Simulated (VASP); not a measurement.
Wanted: the native input for a VASP 6.6.1 run.

```yaml
Task: single point
Functional: PBE
Potentials_or_basis: VASP PAW PBE potentials, release 64 (B, N)
Cutoff: 520 eV
k_mesh: 2 × 2 × 2, shifted
Occupations: gaussian, width 0.1 eV
Spin: no spin polarisation
Dipole_correction: no
Further_INCAR_settings: LREAL = Auto; ALGO = Normal; EDIFF = 1e-07; NBANDS = 46; ISYM = 0
```

The structure of BN lies in POSCAR:

```
BN
1.0
   -3.6260020000      3.6260020000      0.0000000000
    0.0000000000      3.6260020000     -3.6260020000
   -3.6260020000      0.0000000000     -3.6260020000
B N
8 8
Direct
    0.0000000000      0.5000000000      0.5000000000
    0.0000000000      0.0000000000      0.5000000000
    0.0000000000      0.5000000000      0.0000000000
    0.0000000000      0.0000000000      0.0000000000
    0.5000000000      0.5000000000      0.5000000000
    0.5000000000      0.0000000000      0.5000000000
    0.5000000000      0.5000000000      0.0000000000
    0.5000000000      0.0000000000      0.0000000000
    0.3750000000      0.8750000000      0.3750000000
    0.3750000000      0.3750000000      0.3750000000
    0.3750000000      0.8750000000      0.8750000000
    0.3750000000      0.3750000000      0.8750000000
    0.8750000000      0.8750000000      0.3750000000
    0.8750000000      0.3750000000      0.3750000000
    0.8750000000      0.8750000000      0.8750000000
    0.8750000000      0.3750000000      0.8750000000
```

The input as run:

INCAR

```
SYSTEM = BN
ALGO = Normal ; EDIFF = 1E-7
ENCUT = 520 ; GGA = PE
ISIF = 2 ; ISMEAR = 0
ISYM = 0 ; LASPH = .TRUE.
LCHARG = .FALSE. ; LREAL = Auto
LWAVE = .FALSE. ; NBANDS = 46
NELM = 60 ; PREC = Accurate
SIGMA = 0.1
```

KPOINTS

```
Automatic mesh
0
Gamma
  2 2 2
  0.5 0.5 0.5
```

Potentials or basis: VASP PAW PBE potentials, release 64 (B, N).

Launch:

```console
$ cat potpaw_PBE.64/B/POTCAR potpaw_PBE.64/N/POTCAR > POTCAR
$ mpirun -np 1 vasp_std > vasp.out
```

It gave:

- Pressure: -0.1 GPa
- Band gap on the k mesh: 5.95 eV

Caveat: the k points lie up to 0.75 Å⁻¹ apart; a shifted mesh leaves out Γ, where band edges can lie.

Wall time 3.6 min on 1 thread of Intel Xeon 8259CL (shared host), peak memory 0.25 GiB.
